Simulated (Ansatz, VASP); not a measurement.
Sb: VASP beside Ansatz

```xyz
1
Lattice="-1.8658 1.8658 1.8658 1.8658 -1.8658 1.8658 1.8658 1.8658 -1.8658" Properties=species:S:1:pos:R:3 pbc="T T T"
Sb    0.0000    0.0000    0.0000
```

Alike in both runs: task single point; functional PBEsol; k mesh 13 × 13 × 13; occupations fermi-dirac, width 0.1 eV; no spin polarisation.

```csv
,VASP,Ansatz
version,VASP 6.6.1,Ansatz 0.2.0
potentials or method,"VASP PAW PBE potentials, release 64 (Sb), cutoff 520 eV","plane waves (420 eV) with PAW, scalar-relativistic"
valence electrons in the cell,5,15
```

```tsv
	VASP	Ansatz	Ansatz less VASP
pressure (GPa)	-0.2	-0.2	+0.01
```

VASP's potentials were made for PBE, not for PBEsol, and Ansatz warns of the same on its side. VASP's potentials hold 5 valence electrons a cell and Ansatz's 15, so a difference there can come from the potentials and not from the codes.

Neither program's run includes spin-orbit coupling.
